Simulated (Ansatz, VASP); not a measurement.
## SrAl2O2: VASP beside Ansatz

INCAR

```
PREC = Accurate
ENCUT = 600
EDIFF = 1E-6
ISMEAR = 0
SIGMA = 0.1
LREAL = F
LASPH = T
NELM = 80
ALGO = Normal
ISIF = 3
LWAVE = F
LCHARG = F
GGA = PE
IBRION = 2
NSW = 90
EDIFFG = -0.04
```

Contents of KPOINTS:

```
regular mesh
0
Gamma
  6 6 6
```

POSCAR

```
SrAl2O2
1.0
    5.0463972038      0.0000000000      0.0000000000
   -2.5231986019      4.3703081761      0.0000000000
    0.0000000000      0.0000000000      3.6358280222
Sr Al O
1 2 2
Direct
    0.0000000000      0.0000000000      0.5000000000
    0.3333333333      0.6666666667      0.0000000000
    0.6666666667      0.3333333333      0.0000000000
    0.3333333333      0.6666666667      0.5000000000
    0.6666666667      0.3333333333      0.5000000000
```

Input for Ansatz:

```yaml
crystal:
  lattice:
    - [5.0463972038, 0.0, 0.0]
    - [-2.5231986019, 4.3703081761, 0.0]
    - [0.0, 0.0, 3.6358280222]
  atoms:
    - { symbol: Sr, position: [0.0, 0.0, 0.5] }
    - { symbol: Al, position: [0.3333333333, 0.6666666667, 0.0] }
    - { symbol: Al, position: [0.6666666667, 0.3333333333, 0.0] }
    - { symbol: O, position: [0.3333333333, 0.6666666667, 0.5] }
    - { symbol: O, position: [0.6666666667, 0.3333333333, 0.5] }
basis:
  ecutwfc: 420
kpoints:
  mp_grid: { grid: [6, 6, 6] }
hamiltonian:
  xc: pbe
scf:
  occupations: { method: gaussian, width: 0.1 }
  lower_state_search: "off"
output:
  forces: true
  stress: true
  eigenvalues: true
relax:
  adjacent_minimum: "off"
  f_tol: 0.04
  max_steps: 70
  cell: { stress_tol: 0.4 }
```

Alike in both runs: task relaxation of cell and atoms; functional PBE; k mesh 6 × 6 × 6; occupations gaussian, width 0.1 eV; no spin polarisation.

|  | VASP | Ansatz |
| --- | --- | --- |
| version | VASP 6.6.1 | Ansatz 0.2.0 |
| potentials or method | VASP PAW PBE potentials, release 64 (Sr_sv, Al, O), cutoff 600 eV | scalar-relativistic, plane waves, PAW |
| valence electrons in the cell | 28 | 28 |

|  | VASP | Ansatz | Ansatz less VASP |
| --- | --- | --- | --- |
| gap on the k mesh at the Fermi level, each at its own relaxed structure (eV) | none | none | - |
| relaxed volume (Å³/atom) | 16.04 | 16.04 | 0.000 |
| relaxed cell length with the largest relative difference (Å) | 5.046 | 5.046 | 0.0000 |

A gap of «none» marks a metal or a gap that the smearing closes.

Noted on VASP's run: the relaxation stopped at its first step, so nothing moved.
